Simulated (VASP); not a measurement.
# MoS2 (P3m1) in VASP: further runs, part 2 of 2

VASP 6.6.1.

### Step 3. Single point, PBE+D3(BJ) (all S atoms moved +0.075 Å, as atom 2 along Cartesian [0 0 1])

File INCAR:

```
SYSTEM = MoS2
  ALGO = Normal
  EDIFF = 1E-6
  ENCUT = 520
  GGA = PE
  ISIF = 2
  ISMEAR = 0
  IVDW = 12
  LASPH = .TRUE.
  LCHARG = .FALSE.
  LREAL = .FALSE.
  LWAVE = .FALSE.
  NBANDS = 20
  NELM = 80
  PREC = Accurate
  SIGMA = 0.05
```

File KPOINTS:

```
k-points
0
G
  12 12 4
  0 0 0
```

File POSCAR:

```
MoS2
1.0
    3.1497239970      0.0000000000      0.0000000000
   -1.5748619985      2.7277409963      0.0000000000
    0.0000000000      0.0000000000      6.6475426602
Mo S
1 2
Direct
    0.0000000000      0.0000000000      0.0000000000
    0.3333333333      0.6666666667      0.2469516020
    0.3333333333      0.6666666667      0.7756131272
```

Potentials or basis: VASP PAW PBE potentials, release 64 (Mo_sv, S).

On the command line:

```console
$ cat potpaw_PBE.64/Mo_sv/POTCAR potpaw_PBE.64/S/POTCAR > POTCAR
$ mpirun -np 1 vasp_std > vasp.out
```

It used 82 s of CPU time on 1 thread of Intel Xeon 8259CL, on a shared host.

The run converged. Its results:

```
Free energy                : -22.9048 eV
Pressure                   : 0.3 GPa
Largest force              : 2.282 eV/Å
Band gap on the k mesh     : 1.10 eV (least direct gap 1.76 eV)
Dispersion energy per atom : -0.398 eV
```

Forces on the atoms (eV/Å):
```
Mo   0.000  0.000  2.282
S    0.000  0.000 -1.051
S    0.000  0.000 -1.231
```

Stress tensor (GPa, compression positive):
```
0.42 0.00 0.00
0.00 0.42 0.00
0.00 0.00 0.22
```

Levels at points of the mesh, in eV from the valence-band top:
```
           k point  band 9  band 10  band 11  band 12  band 13  band 14  band 15  band 16  band 17  band 18
(0.00, 0.00, 0.00)   -3.16    -1.86    -1.86    -1.72    -0.77     2.23     2.23     2.74     2.74     5.74
(0.50, 0.00, 0.00)   -4.83    -3.67    -2.05    -1.40    -1.31     1.86     2.26     3.73     4.00     5.16
(0.00, 0.00, 0.50)   -3.16    -3.09    -1.87    -1.87     0.00     2.21     2.21     2.79     2.79     5.98
(0.50, 0.00, 0.50)   -4.44    -3.70    -2.87    -1.33    -0.91     1.88     2.44     3.12     3.81     6.52
```

Caveat: the cell differs from its parent crystal (all S atoms moved +0.075 Å, as atom 2 along Cartesian [0 0 1]); forces of over 1 eV/Å act on the atoms, so gaps and moduli don't describe the material at rest. A k mesh can miss the band edges.

### Step 4. Single point, PBE+D3(BJ) (all S atoms moved -0.050 Å, as atom 2 along Cartesian [0 0 1])

File INCAR:

```
SYSTEM = MoS2
PREC = Accurate ; ENCUT = 520
EDIFF = 1E-6 ; ISMEAR = 0
SIGMA = 0.05 ; LREAL = .False.
LASPH = .True. ; NELM = 60
ALGO = Normal ; ISIF = 2
LWAVE = .False. ; LCHARG = .True.
GGA = PE ; IVDW = 12
LELF = .True. ; LVHAR = .True.
NBANDS = 20
```

File KPOINTS:

```
regular mesh
0
Gamma
  12 12 4
  0 0 0
```

File POSCAR:

```
MoS2
1.0
    3.1497239970      0.0000000000      0.0000000000
   -1.5748619985      2.7277409963      0.0000000000
    0.0000000000      0.0000000000      6.6475426602
Mo S
1 2
Direct
    0.0000000000      0.0000000000      0.0000000000
    0.3333333333      0.6666666667      0.2281476610
    0.3333333333      0.6666666667      0.7568091862
```

Potentials or basis: VASP PAW PBE potentials, release 64 (Mo_sv, S).

On the command line:

```console
$ cat potpaw_PBE.64/Mo_sv/POTCAR potpaw_PBE.64/S/POTCAR > POTCAR
$ mpirun -np 1 vasp_std > vasp.out
```

OUTCAR:

```text
SYSTEM = MoS2
   PREC = Accurate
   ENCUT = 520
   EDIFF = 1E-6
   ISMEAR = 0
   LREAL = .False.
   LASPH = .True.
   NELM = 60
   ISIF = 2
   GGA = PE
   IVDW = 12
 IVDW          = 12

 ion  position               nearest neighbor table
   1  0.000  0.000  0.000-   2 2.37   2 2.37   2 2.37   3 2.43   3 2.43   3 2.43
   2  0.333  0.667  0.228-   1 2.37   1 2.37   1 2.37
   3  0.333  0.667  0.757-   1 2.43   1 2.43   1 2.43

  LATTYP: Found a hexagonal cell.
 ALAT       =     3.1497239970
 C/A-ratio  =     2.1105159266
[... 745 lines left out ...]

 Edisp (eV)   -1.19262

 E8    (eV) :    -0.4817

  FORCE on cell =-STRESS in cart. coord.  units (eV):
  Direction    XX          YY          ZZ          XY          YZ          ZX
  --------------------------------------------------------------------------------------
  -------------------------------------------------------------------------------------
  Total       0.04355     0.04355     0.00285     0.00000     0.00000     0.00000
  in kB       1.22169     1.22169     0.07998     0.00000     0.00000     0.00000
  external pressure =        0.84 kB  Pullay stress =        0.00 kB

 VOLUME and BASIS-vectors are now :
 -----------------------------------------------------------------------------
  energy-cutoff  :      520.00
  volume of cell :       57.11
      direct lattice vectors                 reciprocal lattice vectors
     3.149723997  0.000000000  0.000000000     0.317488136  0.183301861  0.000000000
    -1.574861999  2.727740996  0.000000000     0.000000000  0.366603721  0.000000000
     0.000000000  0.000000000  6.647542660     0.000000000  0.000000000  0.150431528

 POSITION                                       TOTAL-FORCE (eV/Angst)
 -----------------------------------------------------------------------------------
      0.00000      0.00000      0.00000         0.000000     -0.000000     -1.523728
     -0.00000      1.81849      1.51662        -0.000000      0.000000      0.795510
     -0.00000      1.81849      5.03092         0.000000      0.000000      0.728218
 -----------------------------------------------------------------------------------
    total drift:                                0.000000     -0.000000     -0.000102

  FREE ENERGIE OF THE ION-ELECTRON SYSTEM (eV)
  ---------------------------------------------------
  free  energy   TOTEN  =       -22.9523236873 eV

  energy  without entropy=      -22.9523236873  energy(sigma->0) =      -22.95232369
```

OSZICAR:

```text
N       E                     dE             d eps       ncg     rms          rms(c)
DAV:   1     0.183554117730E+03    0.18355E+03   -0.13380E+04  2776   0.122E+03
DAV:   2    -0.154940756619E+02   -0.19905E+03   -0.19340E+03  3376   0.313E+02
DAV:   3    -0.231244169682E+02   -0.76303E+01   -0.75673E+01  3404   0.573E+01
DAV:   4    -0.232202709070E+02   -0.95854E-01   -0.95799E-01  3416   0.681E+00
DAV:   5    -0.232218794362E+02   -0.16085E-02   -0.16084E-02  3512   0.848E-01    0.246E+01
DAV:   6    -0.221506270995E+02    0.10713E+01   -0.10458E+01  2944   0.195E+01    0.902E+00
DAV:   7    -0.218748215106E+02    0.27581E+00   -0.41041E+00  2848   0.115E+01    0.601E+00
DAV:   8    -0.217592408221E+02    0.11558E+00   -0.60246E-01  3100   0.470E+00    0.181E+00
DAV:   9    -0.217607778187E+02   -0.15370E-02   -0.26621E-02  3264   0.995E-01    0.672E-01
DAV:  10    -0.217595096308E+02    0.12682E-02   -0.81094E-03  3156   0.596E-01    0.158E-01
DAV:  11    -0.217596826309E+02   -0.17300E-03   -0.56602E-04  3196   0.156E-01    0.102E-01
DAV:  12    -0.217596712069E+02    0.11424E-04   -0.63081E-05  3272   0.457E-02    0.308E-02
DAV:  13    -0.217597043517E+02   -0.33145E-04   -0.46595E-05  2972   0.363E-02    0.202E-02
DAV:  14    -0.217597041629E+02    0.18880E-06   -0.34134E-06  3096   0.116E-02
   1 F= -.22952324E+02 E0= -.22952324E+02  d E =-.581246E-19
```

stdout:

```text
POSCAR found type information on POSCAR MoS
 POSCAR found :  2 types and       3 ions
 scaLAPACK will be used
 LDA part: xc-table for (Slater+PW92), standard interpolation
 POSCAR, INCAR and KPOINTS ok, starting setup
 FFT: planning ... GRIDC
 FFT: planning ... GRID_SOFT
 FFT: planning ... GRID
 WAVECAR not read
 entering main loop
```

It used 81 s of CPU time on 1 thread of Intel Xeon 8259CL, with other jobs on the host.

What came out:

```
Free energy                : -22.9523 eV
Pressure                   : 0.1 GPa
Largest force              : 1.524 eV/Å
Band gap on the k mesh     : 1.16 eV (least direct gap 1.76 eV)
Dispersion energy per atom : -0.398 eV
```

Forces in eV/Å, atoms in the order of the input:
```
Mo   0.000  0.000 -1.524
S    0.000  0.000  0.796
S    0.000  0.000  0.728
```

Stress tensor (GPa, compression positive):
```
0.12 0.00 0.00
0.00 0.12 0.00
0.00 0.00 0.01
```

Levels at points of the mesh, in eV from the valence-band top:
| k point | band 9 | band 10 | band 11 | band 12 | band 13 | band 14 | band 15 | band 16 | band 17 | band 18 |
| --- | --- | --- | --- | --- | --- | --- | --- | --- | --- | --- |
| (0.00, 0.00, 0.00) | -3.08 | -1.86 | -1.86 | -1.61 | -0.85 | 2.33 | 2.33 | 2.69 | 2.69 | 5.78 |
| (0.50, 0.00, 0.00) | -4.80 | -3.62 | -2.01 | -1.38 | -1.30 | 1.90 | 2.30 | 3.79 | 4.03 | 5.18 |
| (0.00, 0.00, 0.50) | -3.07 | -3.04 | -1.88 | -1.88 | 0.00 | 2.29 | 2.29 | 2.75 | 2.75 | 6.02 |
| (0.50, 0.00, 0.50) | -4.41 | -3.65 | -2.84 | -1.31 | -0.88 | 1.92 | 2.49 | 3.16 | 3.84 | 6.55 |

Caveat: the cell differs from its parent crystal (all S atoms moved -0.050 Å, as atom 2 along Cartesian [0 0 1]); forces of over 1 eV/Å act on the atoms, so gaps and moduli don't describe the material at rest. A k mesh can miss the band edges.

### Step 5. Single point, PBE+D3(BJ) (all S atoms moved +0.025 Å, as atom 2 along Cartesian [0 0 1])

File INCAR:

```
SYSTEM = MoS2
PREC     = Accurate       ! precision mode
ENCUT    = 520            ! plane-wave cutoff, eV
EDIFF    = 1E-7           ! SCF threshold, eV
ISMEAR   = 0              ! smearing method
SIGMA    = 0.05           ! smearing width, eV
LREAL    = .FALSE.        ! projectors in reciprocal space
LASPH    = .TRUE.         ! aspherical terms in the spheres
NELM     = 100            ! most SCF steps
ALGO     = Normal         ! electronic algorithm
ISIF     = 2              ! what is computed and relaxed
LWAVE    = .FALSE.        ! write WAVECAR
LCHARG   = .FALSE.        ! write CHGCAR
GGA      = PE             ! functional
IVDW     = 12             ! dispersion correction
NBANDS   = 20             ! bands
```

File KPOINTS:

```
regular mesh
0
G
  12 12 4
  0 0 0
```

File POSCAR:

```
MoS2
1.0
    3.1497239970      0.0000000000      0.0000000000
   -1.5748619985      2.7277409963      0.0000000000
    0.0000000000      0.0000000000      6.6475426602
Mo S
1 2
Direct
    0.0000000000      0.0000000000      0.0000000000
    0.3333333333      0.6666666667      0.2394300256
    0.3333333333      0.6666666667      0.7680915508
```

On the command line:

```console
$ cat potpaw_PBE.64/Mo_sv/POTCAR potpaw_PBE.64/S/POTCAR > POTCAR
$ mpirun -np 1 vasp_std > vasp.out
```

Run time: 2 min. Hardware: 1 thread of Intel Xeon 8259CL, shared host; peak memory 0.23 GiB.

It converged, with:

```
Free energy                : -22.9809 eV
Pressure                   : -0.1 GPa
Largest force              : 0.763 eV/Å
Band gap on the k mesh     : 1.20 eV (least direct gap 1.76 eV)
Dispersion energy per atom : -0.398 eV
```

Forces in eV/Å, atoms in the order of the input:
```
Mo   0.000  0.000  0.763
S    0.000  0.000 -0.381
S    0.000  0.000 -0.381
```

Levels at points of the mesh, in eV from the valence-band top:
```
           k point  band 10  band 11  band 12  band 13  band 14  band 15  band 16  band 17
(0.00, 0.00, 0.00)    -1.86    -1.86    -1.52    -0.91     2.41     2.41     2.64     2.64
(0.50, 0.00, 0.00)    -3.59    -1.99    -1.37    -1.29     1.93     2.32     3.83     4.05
(0.00, 0.00, 0.50)    -3.01    -1.88    -1.88     0.00     2.36     2.36     2.72     2.72
(0.50, 0.00, 0.50)    -3.61    -2.83    -1.30    -0.87     1.94     2.52     3.18     3.85
```

Caveat: the cell differs from its parent crystal (all S atoms moved +0.025 Å, as atom 2 along Cartesian [0 0 1]). A k mesh can miss the band edges.

### Step 6. Summary

```tsv
cell	gap on the mesh (eV)	pressure (GPa)	largest force (eV/Å)
as given, atomic positions A	1.01	0.7	3.03
as given, atomic positions B	1.10	0.3	2.28
as given, atomic positions C	1.16	0.1	1.52
as given, atomic positions D	1.20	-0.1	0.76
```

Alike in all rows: task single point; level PBE+D3(BJ); potentials or basis VASP PAW PBE potentials, release 64 (Mo_sv, S); no spin polarisation; k mesh 12 × 12 × 4; cutoff (eV) 520; smearing gaussian 0.05 eV.

Caveats: forces of over 1 eV/Å act on the atoms, so gaps and moduli don't describe the material at rest (at least some runs).

Absolute energies hang on the potentials; compare differences alone.
